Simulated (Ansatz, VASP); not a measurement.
## Two plane-wave programs on WSe2

File INCAR:

```
PREC     = Accurate       # precision mode
ENCUT    = 520            # plane-wave cutoff, eV
EDIFF    = 1E-7           # SCF threshold, eV
ISMEAR   = 0              # smearing method
SIGMA    = 0.05           # smearing width, eV
LREAL    = False          # projectors in reciprocal space
LASPH    = True           # aspherical terms in the spheres
NELM     = 80             # most SCF steps
ALGO     = Normal         # electronic algorithm
ISIF     = 2              # what is computed and relaxed
LWAVE    = False          # write WAVECAR
LCHARG   = False          # write CHGCAR
GGA      = PE             # functional
IVDW     = 12             # dispersion correction
NBANDS   = 20             # bands
```

The input KPOINTS:

```
Automatic mesh
0
Gamma
  9 9 4
```

The input POSCAR:

```
WSe2
1.0
    3.2329475091      0.0000000000      0.0000000000
   -1.6164737546      2.7998146720      0.0000000000
    0.0000000000      0.0000000000      7.2065632926
W Se
1 2
Direct
    0.0000000000      0.0000000000      0.0000000000
    0.3333333333      0.6666666667      0.2762384783
    0.3333333333      0.6666666667      0.7237615217
```

Input for Ansatz:

```yaml
crystal:
  lattice:
    - [3.2329475091, 0.0, 0.0]
    - [-1.6164737546, 2.799814672, 0.0]
    - [0.0, 0.0, 7.2065632926]
  atoms:
    - { symbol: W, position: [0.0, 0.0, 0.0] }
    - { symbol: Se, position: [0.3333333333, 0.6666666667, 0.2762384783] }
    - { symbol: Se, position: [0.3333333333, 0.6666666667, 0.7237615217] }
basis:
  ecutwfc: 420
kpoints:
  mp_grid: { grid: [9, 9, 4] }
hamiltonian:
  xc: pbe
  pseudopotentials: { kind: paw, azcp: { folder: soft_1 } }
  dispersion: d3bj
scf:
  occupations: { method: gaussian, width: 0.05 }
output:
  forces: true
  stress: true
  eigenvalues: true
```

Alike in both runs: task single point; functional PBE; dispersion D3(BJ); k mesh 9 × 9 × 4; occupations gaussian, width 0.05 eV; no spin polarisation.

```csv
,VASP,Ansatz
version,VASP 6.6.1,Ansatz 0.2.0
potentials or method,"VASP PAW PBE potentials, release 64 (W_sv, Se), cutoff 520 eV","scalar-relativistic, plane waves, PAW"
valence electrons in the cell,26,46
```

VASP gave:

| Item | Value |
| --- | --- |
| gap on the k mesh at the Fermi level (eV) | 0.40 |
| least direct gap on the mesh (eV) | 0.96 |
| pressure (GPa) | -14.5 |
| traceless stress, the component that is largest in VASP (GPa) | -15.94 |
| rms of the force components (eV/Å) | 1.667 |

Task: Estimate Ansatz's values.

Result: gap on the k mesh at the Fermi level (eV): 0.40; least direct gap on the mesh (eV): 0.96; pressure (GPa): -14.6; traceless stress, the component that is largest in VASP (GPa): -15.99; rms of the force components (eV/Å): 1.676.

Atom by atom the forces differ by 0.009 eV/Å (rms over components). VASP's potentials hold 26 valence electrons a cell and Ansatz's 46, so a difference there can come from the potentials and not from the codes.

Spin-orbit coupling is off throughout.
